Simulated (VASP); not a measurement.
Runs of VASP 6.6.1 on Na. The structure is that of space group Pm-3m (No. 221), or close to it. The cells are those of the table. This isn't the form of Na at room conditions, which is bcc.

```tsv
task	cell	cutoff (eV)	gap on the mesh (eV)	pressure (GPa)
relaxation of cell and atoms	relaxed from a = 3.510 Å, 1 atom	600	none	0.0
single point	a = 2.324 Å, 1 atom	520	none	60.3
relaxation of cell and atoms	relaxed to 20 GPa from a = 3.510 Å, 1 atom	600	none	20.0
single point	a = 2.435 Å, 1 atom	520	none	(a)
single point	a = 2.626 Å, 1 atom	520	none	20.1
single point	a = 3.390 Å, 1 atom	520	none	0.0
```

Alike in all rows: level PBEsol; potentials or basis VASP PAW PBE potentials, release 64 (Na_pv); no spin polarisation; k mesh 12 × 12 × 12; smearing gaussian 0.05 eV.

Problem. Estimate the missing entries.

Solution. (a) 40.2.

Caveats: the PAW data sets were made with another functional, which shifts forces and pressure a little; the cell stands under pressure (at least some runs); the cell is relaxed towards a set pressure, so the run minimises the enthalpy, not the energy (at least some runs).

A gap of «none» marks levels without a gap at the run's occupations.
